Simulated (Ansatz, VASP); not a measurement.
# La3AlN in VASP and in Ansatz

```
CELL_PARAMETERS angstrom
5.09752 0.00000 0.00000
0.00000 5.09752 0.00000
0.00000 0.00000 5.09752
ATOMIC_POSITIONS crystal
La 0.50000 0.50000 0.00000
La 0.00000 0.50000 0.50000
La 0.50000 0.00000 0.50000
Al 0.00000 0.00000 0.00000
N 0.50000 0.50000 0.50000
```

Alike in both runs: task electric field gradients; functional LDA; k mesh 6 × 6 × 6; occupations fermi-dirac, width 0.08 eV; no spin polarisation.

|  | VASP | Ansatz |
| --- | --- | --- |
| version | VASP 6.6.1 | Ansatz 0.2.0 |
| potentials or method | VASP PAW LDA potentials, release 64 (La, Al, N), cutoff 520 eV | all-electron PAW with datasets made for the crystal, scalar-relativistic |

Ansatz gave:

```
pressure (GPa)                                       : -4.4
size of Vzz on the site where it differs most (V/Å²) : 290.2
```

**Question.** What did VASP give for the same quantities?

**Answer.** Pressure (GPa): -4.4; size of Vzz on the site where it differs most (V/Å²): 289.3.

LDA's correlation is that of Perdew and Zunger in VASP and of Perdew and Wang (1992) in Ansatz. Ansatz ran all-electron here, and VASP with PAW potentials.

Spin-orbit coupling is off throughout.
